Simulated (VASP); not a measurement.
# Hf (Pm-3m) in VASP: notebook

Hf is run at these levels: PBE; tasks: single point.

Everything below comes from runs of VASP 6.6.1. Logs are shortened: lines on timing, memory, paths and dates and some standing lists are left out, and cuts for length are marked.

### 1 The cell of the first run

It takes space group Pm-3m (No. 221, cubic). The conventional cell has a = 2.933 Å, b = 2.933 Å, c = 2.933 Å, α = 90.00°, β = 90.00°, γ = 90.00°. Within 3.9 Å of Hf (site symmetry m-3m) lie 6 Hf at 2.93 Å.

### 2 Single point, PBE

INCAR

```
ALGO = Fast
EDIFF = 1E-6
ENCUT = 520
GGA = PE
ISIF = 2
ISMEAR = -1
LASPH = T
LCHARG = F
LREAL = F
LWAVE = F
NBANDS = 11
NELM = 80
PREC = Accurate
SIGMA = 0.05
```

KPOINTS

```
k-points
0
Gamma
  9 9 9
```

POSCAR

```
Hf
1.0
    2.9331073173      0.0000000000      0.0000000000
    0.0000000000      2.9331073173      0.0000000000
    0.0000000000      0.0000000000      2.9331073173
Hf
1
Direct
    0.5000000000      0.5000000000      0.5000000000
```

Potentials or basis: VASP PAW PBE potentials, release 64 (Hf_pv).

The run is started by

```bash
cat potpaw_PBE.64/Hf_pv/POTCAR > POTCAR
mpirun -np 1 vasp_std > vasp.out
```

OUTCAR:

```text
EDIFF = 1E-6
   ENCUT = 520
   GGA = PE
   ISIF = 2
   ISMEAR = -1
   LASPH = T
   LREAL = F
   NELM = 80
   PREC = Accurate

 ion  position               nearest neighbor table
   1  0.500  0.500  0.500-

  LATTYP: Found a simple cubic cell.
 ALAT       =     2.9331073173

  Lattice vectors:

 A1 = (   2.9331073173,   0.0000000000,   0.0000000000)
 A2 = (   0.0000000000,   2.9331073173,   0.0000000000)
 A3 = (   0.0000000000,   0.0000000000,   2.9331073173)

Analysis of symmetry for initial positions (statically):
=====================================================================
 Subroutine PRICEL returns:
 Original cell was already a primitive cell.

 Routine SETGRP: Setting up the symmetry group for a
 simple cubic supercell.

 Subroutine GETGRP returns: Found 48 space group operations
 (whereof 48 operations were pure point group operations)
 out of a pool of 48 trial point group operations.

The static configuration has the point symmetry O_h .

Analysis of symmetry for dynamics (positions and initial velocities):
=====================================================================
 Subroutine PRICEL returns:
 Original cell was already a primitive cell.

 Routine SETGRP: Setting up the symmetry group for a
 simple cubic supercell.

 Subroutine GETGRP returns: Found 48 space group operations
 (whereof 48 operations were pure point group operations)
 out of a pool of 48 trial point group operations.

The dynamic configuration has the point symmetry O_h .

 Subroutine INISYM returns: Found 48 space group operations
 (whereof 48 operations are pure point group operations),
 and found     1 'primitive' translations

----------------------------------------------------------------------------------------

                                     Primitive cell

  volume of cell :      25.2339

  direct lattice vectors                    reciprocal lattice vectors
     2.933107317  0.000000000  0.000000000     0.340935360  0.000000000  0.000000000
     0.000000000  2.933107317  0.000000000     0.000000000  0.340935360  0.000000000
     0.000000000  0.000000000  2.933107317     0.000000000  0.000000000  0.340935360

  length of vectors
     2.933107317  2.933107317  2.933107317     0.340935360  0.340935360  0.340935360

  position of ions in fractional coordinates (direct lattice)
     0.500000000  0.500000000  0.500000000

  ion indices of the primitive-cell ions
   primitive index   ion index
[... 73 lines left out ...]
   EDIFF  = 0.1E-05   stopping-criterion for ELM
   LREAL  =      F    real-space projection
   EDIFFG = 0.1E-04   stopping-criterion for IOM
   NSW    =      0    number of steps for IOM
   IBRION =     -1    ionic relax: 0-MD 1-quasi-New 2-CG
   NFREE  =      0    steps in history (QN), initial steepest desc. (CG)
   ISIF   =      2    stress and relaxation
   ISYM   =      2    0-nonsym 1-usesym 2-fastsym
   POTIM  = 0.5000    time-step for ionic-motion
   TEBEG  =    0.0;   TEEND  =   0.0 temperature during run
   PSTRESS=    0.0 pullay stress
   NELECT =      10.0000    total number of electrons
   NUPDOWN=      -1.0000    fix difference up-down
   EMIN   =  10.00;   EMAX   =-10.00  energy-range for DOS
   EFERMI =   0.00;   METHOD = LEGACY
   ISMEAR =    -1;   SIGMA  =   0.05  broadening in eV -4-tet -1-fermi 0-gaus
   EFERMI_NEDOS =   21; number of points for ismear=-14 and -15
   IALGO  =     68    algorithm
   IMIX   =      4    mixing-type and parameters
     AMIX     =   0.40;   BMIX     =  1.00
     AMIX_MAG =   1.60;   BMIX_MAG =  1.00
  volume/ion in A,a.u.               =      25.23       170.29
  Fermi-wavevector in a.u.,A,eV,Ry     =   1.202487  2.272370 19.673668  1.445974
  Thomas-Fermi vector in A             =   2.338266
   LORBIT       =      0    0 simple, 1 ext, 2 COOP (PROOUT), +10 PAW based schemes
   GGA     = PE    functional components
   LHFCALC =     F    Hartree Fock is set to
   AEXX    =    0.0000 exact exchange contribution
   IVDW    =     0    specifies the selected vdW correction
   LEPSILON=     F    determine dielectric tensor
   LRPA    =     F    only Hartree local field effects (RPA)
 non-spin polarized calculation
 RMM-DIIS sequential band-by-band and
  energy-cutoff  :      520.00
  volume of cell :       25.23
 maximum number of plane-waves:       697
 NGX is ok and might be reduce to    24
   NGX = 11   NGY = 11   NGZ = 11

 number of electron      10.0000003 magnetization

 Free energy of the ion-electron system (eV)
  ---------------------------------------------------
  ext. energy  EPLUGINS =         0.00000000
  ---------------------------------------------------
  free energy    TOTEN  =        -8.86025800 eV

  energy without entropy =       -8.84751062  energy(sigma->0) =       -8.85388431

 E-fermi :   3.6327     XC(G=0): -10.6470

 val. band max:        3.5991328212   @ k =   0.2222   0.1111   0.1111
 cond. band min:       3.6502327681   @ k =   0.4444   0.3333   0.3333
 fundamental gap:      0.0510999470
 Fermi energy:         3.6327182528

 k-point     1 :       0.0000    0.0000    0.0000
  band No.  band energies     occupation
      1     -26.3258      2.00000
      2     -26.3258      2.00000
      3     -26.3258      2.00000
      4      -2.7311      2.00000
      5       2.3375      2.00000
      6       2.3375      2.00000
      7      10.0378      0.00000
      8      10.0378      0.00000
      9      10.0378      0.00000
     10      16.3553      0.00000
     11      16.3553      0.00000
[... 309 lines left out ...]
 k-point    24 :       0.4444    0.3333    0.1111
  band No.  band energies     occupation
      1     -27.0703      2.00000
      2     -26.8711      2.00000
      3     -26.2948      2.00000
      4       1.5978      2.00000
      5       3.0582      1.99998
      6       5.7149      0.00000
      7       5.8993      0.00000
      8       7.8689      0.00000
      9       8.9363      0.00000
     10      13.1500      0.00000
     11      16.2177      0.00000

 [... further k-points ...]
[... 5 lines left out ...]
  --------------------------------------------------------------------------------------
  -------------------------------------------------------------------------------------
  Total       -0.2485569     -0.2485569     -0.2485569      0.0000000      0.0000000      0.0000000
  in kB      -15.7816559    -15.7816559    -15.7816559      0.0000000      0.0000000      0.0000000
  external PRESSURE =     -15.7816559 kB  Pullay stress =       0.0000000 kB

 VOLUME and BASIS-vectors are now :
 -----------------------------------------------------------------------------
  energy-cutoff  :      520.00
  volume of cell :       25.23
      direct lattice vectors                 reciprocal lattice vectors
     2.933107317  0.000000000  0.000000000     0.340935360  0.000000000  0.000000000
     0.000000000  2.933107317  0.000000000     0.000000000  0.340935360  0.000000000
     0.000000000  0.000000000  2.933107317     0.000000000  0.000000000  0.340935360

 POSITION                                       TOTAL-FORCE (eV/Angst)
 -----------------------------------------------------------------------------------
      1.46655      1.46655      1.46655         0.000000      0.000000      0.000000
 -----------------------------------------------------------------------------------
    total drift:                                0.000000     -0.000000     -0.000000

  FREE ENERGIE OF THE ION-ELECTRON SYSTEM (eV)
  ---------------------------------------------------
  free  energy   TOTEN  =        -8.8602580039 eV

  energy  without entropy=       -8.8475106236  energy(sigma->0) =       -8.85388431
```

Run time: 6.3 s. Hardware: 1 thread of Intel Xeon Platinum 8488C (Sapphire Rapids), shared host; peak memory 0.14 GiB.

What came out:

```yaml
Free_energy: -8.8603 eV
Pressure: -1.6 GPa
Band_gap_on_the_k_mesh: zero (band 5 reaches 4.34 eV, above the bottom of band 6 at 2.34 eV)
```

Levels at points of the mesh, in eV from the Fermi level:
```tsv
k point	band 2	band 3	band 4	band 5	band 6	band 7	band 8	band 9
(0.00, 0.00, 0.00)	-29.96	-29.96	-6.36	-1.30	-1.30	6.41	6.41	6.41
```

Caveat: spin-orbit coupling is left out, which moves the levels of the heavy elements.

### 3 Single point, PBE

This run uses another cell than the first one, of 25.73 Å³/atom, 1.020 times its volume.

INCAR

```
SYSTEM = Hf
PREC = Accurate
ENCUT = 520
EDIFF = 1E-7
ISMEAR = -1
SIGMA = 0.05
LREAL = .FALSE.
LASPH = .TRUE.
NELM = 100
ALGO = Fast
ISIF = 2
LWAVE = .FALSE.
LCHARG = .FALSE.
GGA = PE
NBANDS = 11
```

KPOINTS

```
regular mesh
0
G
  9 9 9
  0 0 0
```

POSCAR

```
Hf
1.0
    2.9521540024      0.0000000000      0.0000000000
    0.0000000000      2.9521540024      0.0000000000
    0.0000000000      0.0000000000      2.9521540024
Hf
1
Direct
    0.5000000000      0.5000000000      0.5000000000
```

Potentials or basis: VASP PAW PBE potentials, release 64 (Hf_pv).

The run is started by

```bash
cat potpaw_PBE.64/Hf_pv/POTCAR > POTCAR
mpirun -np 1 vasp_std > vasp.out
```

OUTCAR:

```text
SYSTEM = Hf
   PREC = Accurate
   ENCUT = 520
   EDIFF = 1E-7
   ISMEAR = -1
   LREAL = .FALSE.
   LASPH = .TRUE.
   NELM = 100
   ISIF = 2
   GGA = PE

 ion  position               nearest neighbor table
   1  0.500  0.500  0.500-

  LATTYP: Found a simple cubic cell.
 ALAT       =     2.9521540024

  Lattice vectors:

 A1 = (   2.9521540024,   0.0000000000,   0.0000000000)
 A2 = (   0.0000000000,   2.9521540024,   0.0000000000)
 A3 = (   0.0000000000,   0.0000000000,   2.9521540024)

Analysis of symmetry for initial positions (statically):
=====================================================================
 Subroutine PRICEL returns:
 Original cell was already a primitive cell.

 Routine SETGRP: Setting up the symmetry group for a
 simple cubic supercell.

 Subroutine GETGRP returns: Found 48 space group operations
 (whereof 48 operations were pure point group operations)
 out of a pool of 48 trial point group operations.

The static configuration has the point symmetry O_h .

Analysis of symmetry for dynamics (positions and initial velocities):
=====================================================================
 Subroutine PRICEL returns:
 Original cell was already a primitive cell.

 Routine SETGRP: Setting up the symmetry group for a
 simple cubic supercell.

 Subroutine GETGRP returns: Found 48 space group operations
 (whereof 48 operations were pure point group operations)
 out of a pool of 48 trial point group operations.

The dynamic configuration has the point symmetry O_h .

 Subroutine INISYM returns: Found 48 space group operations
 (whereof 48 operations are pure point group operations),
 and found     1 'primitive' translations

----------------------------------------------------------------------------------------

[... 108 lines left out ...]
   IMIX   =      4    mixing-type and parameters
     AMIX     =   0.40;   BMIX     =  1.00
     AMIX_MAG =   1.60;   BMIX_MAG =  1.00
  volume/ion in A,a.u.               =      25.73       173.63
  Fermi-wavevector in a.u.,A,eV,Ry     =   1.194728  2.257709 19.420626  1.427376
  Thomas-Fermi vector in A             =   2.330711
   LORBIT       =      0    0 simple, 1 ext, 2 COOP (PROOUT), +10 PAW based schemes
   GGA     = PE    functional components
   LHFCALC =     F    Hartree Fock is set to
   AEXX    =    0.0000 exact exchange contribution
   IVDW    =     0    specifies the selected vdW correction
   LEPSILON=     F    determine dielectric tensor
   LRPA    =     F    only Hartree local field effects (RPA)
 non-spin polarized calculation
 RMM-DIIS sequential band-by-band and
  energy-cutoff  :      520.00
  volume of cell :       25.73
 maximum number of plane-waves:       739
 NGX is ok and might be reduce to    24
   NGX = 11   NGY = 11   NGZ = 11

 number of electron      10.0000000 magnetization

 Free energy of the ion-electron system (eV)
  ---------------------------------------------------
  ext. energy  EPLUGINS =         0.00000000
  ---------------------------------------------------
  free energy    TOTEN  =        -8.85317124 eV

  energy without entropy =       -8.84051265  energy(sigma->0) =       -8.84684195

 E-fermi :   3.5162     XC(G=0): -10.5628

 val. band max:        3.5095047997   @ k =   0.4444   0.0000   0.0000
 cond. band min:       3.5490453488   @ k =   0.4444   0.3333   0.3333
 fundamental gap:      0.0395405491
 Fermi energy:         3.5161770331

 k-point     1 :       0.0000    0.0000    0.0000
  band No.  band energies     occupation
      1     -26.5079      2.00000
      2     -26.5079      2.00000
      3     -26.5079      2.00000
      4      -2.7927      2.00000
      5       2.2601      2.00000
      6       2.2601      2.00000
      7       9.7845      0.00000
      8       9.7845      0.00000
      9       9.7845      0.00000
     10      16.0625      0.00000
     11      16.0625      0.00000
[... 309 lines left out ...]
 k-point    24 :       0.4444    0.3333    0.1111
  band No.  band energies     occupation
      1     -27.2095      2.00000
      2     -27.0217      2.00000
      3     -26.4791      2.00000
      4       1.5384      2.00000
      5       2.9242      1.99999
      6       5.5650      0.00000
      7       5.7309      0.00000
      8       7.6624      0.00000
      9       8.6929      0.00000
     10      12.8277      0.00000
     11      15.8948      0.00000

 [... further k-points ...]
[... 5 lines left out ...]
  --------------------------------------------------------------------------------------
  -------------------------------------------------------------------------------------
  Total       -0.4778204     -0.4778204     -0.4778204     -0.0000000     -0.0000000      0.0000000
  in kB      -29.7548820    -29.7548820    -29.7548820     -0.0000000     -0.0000000      0.0000000
  external PRESSURE =     -29.7548820 kB  Pullay stress =       0.0000000 kB

 VOLUME and BASIS-vectors are now :
 -----------------------------------------------------------------------------
  energy-cutoff  :      520.00
  volume of cell :       25.73
      direct lattice vectors                 reciprocal lattice vectors
     2.952154002  0.000000000  0.000000000     0.338735716  0.000000000  0.000000000
     0.000000000  2.952154002  0.000000000     0.000000000  0.338735716  0.000000000
     0.000000000  0.000000000  2.952154002     0.000000000  0.000000000  0.338735716

 POSITION                                       TOTAL-FORCE (eV/Angst)
 -----------------------------------------------------------------------------------
      1.47608      1.47608      1.47608         0.000000      0.000000      0.000000
 -----------------------------------------------------------------------------------
    total drift:                                0.000000     -0.000000     -0.000000

  FREE ENERGIE OF THE ION-ELECTRON SYSTEM (eV)
  ---------------------------------------------------
  free  energy   TOTEN  =        -8.8531712432 eV

  energy  without entropy=       -8.8405126505  energy(sigma->0) =       -8.84684195
```

stdout:

```text
POSCAR found type information on POSCAR Hf
 POSCAR found :  1 types and       1 ions
 scaLAPACK will be used
 LDA part: xc-table for (Slater+PW92), standard interpolation
 POSCAR, INCAR and KPOINTS ok, starting setup
 FFT: planning ... GRIDC
 FFT: planning ... GRID_SOFT
 FFT: planning ... GRID
 WAVECAR not read
 entering main loop
WARNING in EDDRMM: call to ZHEGV failed, returncode =   6  3     11
```

Wall time 8.3 s (1 thread of Intel Xeon Platinum 8488C (Sapphire Rapids), shared host); peak memory 0.13 GiB.

Results:

* Free energy: -8.8532 eV
* Pressure: -3.0 GPa
* Band gap on the k mesh: zero (band 5 reaches 4.21 eV, above the bottom of band 6 at 2.26 eV)

Levels at points of the mesh, in eV from the Fermi level:
```
           k point  band 1  band 2  band 3  band 4  band 5  band 6  band 7  band 8  band 9  band 10
(0.00, 0.00, 0.00)  -30.02  -30.02  -30.02   -6.31   -1.26   -1.26    6.27    6.27    6.27    12.55
```

Caveat: spin-orbit coupling is left out, which moves the levels of the heavy elements.

### 4 Single point, PBE

This run uses another cell than the first one, of 26.22 Å³/atom, 1.039 times its volume.

INCAR

```
PREC = Accurate
ENCUT = 520
EDIFF = 1E-6
ISMEAR = -1
SIGMA = 0.05
LREAL = False
LASPH = True
NELM = 60
ALGO = Normal
ISIF = 2
LWAVE = False
LCHARG = False
GGA = PE
NBANDS = 11
```

KPOINTS

```
Automatic mesh
0
Gamma
  9 9 9
```

POSCAR

```
Hf
1.0
    2.9709580381      0.0000000000      0.0000000000
    0.0000000000      2.9709580381      0.0000000000
    0.0000000000      0.0000000000      2.9709580381
Hf
1
Direct
    0.5000000000      0.5000000000      0.5000000000
```

The run is started by

```bash
cat potpaw_PBE.64/Hf_pv/POTCAR > POTCAR
mpirun -np 1 vasp_std > vasp.out
```

Run time: 4.6 s. Hardware: 1 thread of Intel Xeon Platinum 8488C (Sapphire Rapids), shared host; peak memory 0.14 GiB.

It converged, with:

```
Free energy            : -8.8421 eV
Pressure               : -4.2 GPa
Band gap on the k mesh : zero (band 5 reaches 4.08 eV, above the bottom of band 6 at 2.18 eV)
```

Levels at points of the mesh, in eV from the Fermi level:
| k point | band 2 | band 3 | band 4 | band 5 | band 6 | band 7 | band 8 | band 9 |
| --- | --- | --- | --- | --- | --- | --- | --- | --- |
| (0.00, 0.00, 0.00) | -30.09 | -30.09 | -6.26 | -1.22 | -1.22 | 6.14 | 6.14 | 6.14 |

Caveat: spin-orbit coupling is left out, which moves the levels of the heavy elements.

### 5 The runs side by side

| cell | gap on the mesh (eV) | pressure (GPa) |
| --- | --- | --- |
| a = 2.933 Å, 1 atom | none | -1.6 |
| a = 2.952 Å, 1 atom | none | -3.0 |
| a = 2.971 Å, 1 atom | none | -4.2 |

Alike in all rows: task single point; level PBE; potentials or basis VASP PAW PBE potentials, release 64 (Hf_pv); no spin polarisation; k mesh 9 × 9 × 9; cutoff (eV) 520; smearing fermi-dirac 0.05 eV.

Caveats: spin-orbit coupling is left out, which moves the levels of the heavy elements.

Total energies depend on the potentials used, so only differences within one code and one set of settings carry meaning.
